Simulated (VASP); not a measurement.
# PbO (Litharge) in VASP: a series of runs, part 2 of 2

VASP 6.6.1.

**4. Single point, PBEsol (volume scaled by 0.96)**

INCAR reads:

```
SYSTEM = PbO
ALGO     = Normal         ! electronic algorithm
EDIFF    = 1E-7           ! SCF threshold, eV
ENCUT    = 520            ! plane-wave cutoff, eV
GGA      = PS             ! functional
ISIF     = 2              ! what is computed and relaxed
ISMEAR   = -1             ! smearing method
LASPH    = .True.         ! aspherical terms in the spheres
LCHARG   = .False.        ! write CHGCAR
LREAL    = .False.        ! projectors in reciprocal space
LWAVE    = .False.        ! write WAVECAR
NBANDS   = 28             ! bands
NELM     = 100            ! most SCF steps
PREC     = Accurate       ! precision mode
SIGMA    = 0.05           ! smearing width, eV
```

KPOINTS reads:

```
k-points
0
Gamma
  7 7 6
  0 0 0
```

POSCAR reads:

```
PbO
1.0
    3.9360744706      0.0000000000      0.0000000000
    0.0000000000      3.9360744706      0.0000000000
    0.0000000000      0.0000000000      4.9422889970
Pb O
2 2
Direct
    0.5000000000      0.0000000000      0.7600000000
    0.0000000000      0.5000000000      0.2400000000
    0.5000000000      0.5000000000      0.0000000000
    0.0000000000      0.0000000000      0.0000000000
```

Potentials or basis: VASP PAW PBE potentials, release 64 (Pb_d, O).

Command:

```bash
cat potpaw_PBE.64/Pb_d/POTCAR potpaw_PBE.64/O/POTCAR > POTCAR
mpirun -np 1 vasp_std > vasp.out
```

OUTCAR:

```text
SYSTEM = PbO
   EDIFF = 1E-7
   ENCUT = 520
   GGA = PS
   ISIF = 2
   ISMEAR = -1
   LASPH = .True.
   LREAL = .False.
   NELM = 100
   PREC = Accurate

 ion  position               nearest neighbor table
   1  0.500  0.000  0.760-   3 2.30   4 2.30   3 2.30   4 2.30   2 3.66   2 3.66   2 3.66   2 3.66
                             2 3.79   2 3.79   2 3.79   2 3.79
   2  0.000  0.500  0.240-   3 2.30   4 2.30   4 2.30   3 2.30   1 3.66   1 3.66   1 3.66   1 3.66
                             1 3.79   1 3.79   1 3.79   1 3.79
   3  0.500  0.500  0.000-   1 2.30   2 2.30   1 2.30   2 2.30
   4  0.000  0.000  0.000-   1 2.30   2 2.30   2 2.30   1 2.30

[... 948 lines left out ...]
  -------------------------------------------------------------------------------------
  Total        1.4884434      1.4884434      1.0096448      0.0000000     -0.0000000      0.0000000
  in kB       31.1449882     31.1449882     21.1263478      0.0000000     -0.0000000      0.0000000
  external PRESSURE =      27.8054414 kB  Pullay stress =       0.0000000 kB

 VOLUME and BASIS-vectors are now :
 -----------------------------------------------------------------------------
  energy-cutoff  :      520.00
  volume of cell :       76.57
      direct lattice vectors                 reciprocal lattice vectors
     3.936074471  0.000000000  0.000000000     0.254060234  0.000000000  0.000000000
     0.000000000  3.936074471  0.000000000     0.000000000  0.254060234  0.000000000
     0.000000000  0.000000000  4.942288997     0.000000000  0.000000000  0.202335396

 POSITION                                       TOTAL-FORCE (eV/Angst)
 -----------------------------------------------------------------------------------
      1.96804      0.00000      3.75614         0.000000      0.000000     -0.265785
      0.00000      1.96804      1.18615        -0.000000      0.000000      0.265785
      1.96804      1.96804      0.00000         0.000000     -0.000000      0.000000
      0.00000      0.00000      0.00000         0.000000      0.000000      0.000000
 -----------------------------------------------------------------------------------
    total drift:                                0.000000      0.000000      0.000000

  FREE ENERGIE OF THE ION-ELECTRON SYSTEM (eV)
  ---------------------------------------------------
  free  energy   TOTEN  =       -22.8474638565 eV

  energy  without entropy=      -22.8474637330  energy(sigma->0) =      -22.84746379
```

stdout:

```text
POSCAR found type information on POSCAR PbO
 POSCAR found :  2 types and       4 ions
 scaLAPACK will be used
 -----------------------------------------------------------------------------
|                                                                             |
|                                                                             |
|     You enforced a specific xc type in the INCAR file but a different       |
|     I HOPE YOU KNOW WHAT YOU ARE DOING!                                     |
|                                                                             |
 -----------------------------------------------------------------------------

 LDA part: xc-table for (Slater+PW92), standard interpolation
 POSCAR, INCAR and KPOINTS ok, starting setup
 FFT: planning ... GRIDC
 FFT: planning ... GRID_SOFT
 FFT: planning ... GRID
 WAVECAR not read
 entering main loop
```

Run time: 45 s. Hardware: 1 thread of Intel Xeon 6975P-C (Granite Rapids), shared host; peak memory 0.21 GiB.

Results:

```
Free energy            : -22.8475 eV
Pressure               : 2.8 GPa
Largest force          : 0.266 eV/Å
Band gap on the k mesh : 1.30 eV, indirect (least direct gap 2.34 eV)
```

Forces on the atoms (eV/Å):
```
Pb   0.000  0.000 -0.266
Pb   0.000  0.000  0.266
O    0.000  0.000  0.000
O    0.000  0.000  0.000
```

Stress tensor (GPa, compression positive):
```
3.11 0.00 0.00
0.00 3.11 0.00
0.00 0.00 2.11
```

Levels at points of the mesh, in eV from the valence-band top:
| k point | band 17 | band 18 | band 19 | band 20 | band 21 | band 22 | band 23 | band 24 |
| --- | --- | --- | --- | --- | --- | --- | --- | --- |
| (0.00, 0.00, 0.00) | -1.84 | -1.78 | -1.78 | 0.00 | 2.43 | 5.55 | 5.61 | 5.61 |
| (0.00, 0.00, 0.50) | -1.88 | -1.81 | -1.81 | -1.08 | 1.93 | 3.89 | 3.89 | 4.22 |

Caveat: the PAW data sets were made with another functional, which shifts forces and pressure a little; spin-orbit coupling is left out, which moves the levels of the heavy elements. A k mesh can miss the band edges.

**5. Single point, PBEsol (atoms moved at random)**

INCAR reads:

```
SYSTEM = PbO
PREC = Accurate ; ENCUT = 520
EDIFF = 1E-6 ; ISMEAR = -1
SIGMA = 0.05 ; LREAL = .False.
LASPH = .True. ; NELM = 60
ALGO = Normal ; ISIF = 2
LWAVE = .False. ; LCHARG = .False.
GGA = PS ; NBANDS = 28
```

KPOINTS reads:

```
regular mesh
0
Gamma
  7 7 6
  0 0 0
```

POSCAR reads:

```
PbO
1.0
    3.9900000000      0.0000000000      0.0000000000
    0.0000000000      3.9900000000      0.0000000000
    0.0000000000      0.0000000000      5.0100000000
Pb O
2 2
Direct
    0.5025100000      0.0002860000      0.7640710000
   -0.0105290000      0.5078170000      0.2474320000
    0.4947560000      0.5065610000     -0.0022200000
   -0.0062690000      0.0124200000      0.0082440000
```

Command:

```bash
cat potpaw_PBE.64/Pb_d/POTCAR potpaw_PBE.64/O/POTCAR > POTCAR
mpirun -np 1 vasp_std > vasp.out
```

Wall time 2 min (1 thread of Intel Xeon 6975P-C (Granite Rapids), shared host); peak memory 0.38 GiB.

Results (log left out):

* Free energy: -22.8496 eV
* Pressure: -1.2 GPa
* Largest force: 0.525 eV/Å
* Band gap on the k mesh: 1.32 eV, indirect (least direct gap 2.25 eV)

Forces in eV/Å, atoms in the order of the input:
```
Pb  -0.158  0.144  0.293
Pb   0.109  0.016 -0.513
O   -0.040 -0.005  0.276
O    0.089 -0.155 -0.056
```

Stress tensor (GPa, compression positive):
```
-1.66 -0.01  0.54
-0.01 -0.28 -0.21
 0.54 -0.21 -1.62
```

Levels at points of the mesh, in eV from the valence-band top:
| k point | band 17 | band 18 | band 19 | band 20 | band 21 | band 22 | band 23 | band 24 |
| --- | --- | --- | --- | --- | --- | --- | --- | --- |
| (0.00, 0.00, 0.00) | -1.64 | -1.57 | -1.47 | 0.00 | 2.37 | 5.44 | 5.47 | 5.63 |
| (0.00, 0.00, 0.50) | -1.69 | -1.60 | -1.50 | -0.94 | 1.97 | 3.80 | 3.93 | 4.18 |

Caveat: the cell differs from its parent crystal (atoms moved at random); the PAW data sets were made with another functional, which shifts forces and pressure a little; spin-orbit coupling is left out, which moves the levels of the heavy elements.

**6. The runs side by side**

| level | cell | cutoff (eV) | gap on the mesh (eV) | pressure (GPa) | largest force (eV/Å) |
| --- | --- | --- | --- | --- | --- |
| SVWN5 | a = 4.068, b = 4.068, c = 5.108 Å, 4 atoms | 600 | 1.46 | -7.4 | 1.24 |
| PBEsol | a = 3.909, b = 3.909, c = 4.908 Å, 4 atoms | 520 | 1.26 | 4.9 | 0.58 |
| PBEsol | a = 3.936, b = 3.936, c = 4.942 Å, 4 atoms | 520 | 1.30 | 2.8 | 0.27 |
| PBEsol | a = 3.990, b = 3.990, c = 5.010 Å, 4 atoms | 520 | 1.32 | -1.2 | 0.52 |

Alike in all rows: task single point; potentials or basis VASP PAW PBE potentials, release 64 (Pb_d, O); no spin polarisation; k mesh 7 × 7 × 6; smearing fermi-dirac 0.05 eV.

Caveats: the PAW data sets were made with another functional, which shifts forces and pressure a little; spin-orbit coupling is left out, which moves the levels of the heavy elements.

Absolute energies hang on the potentials; compare differences alone.
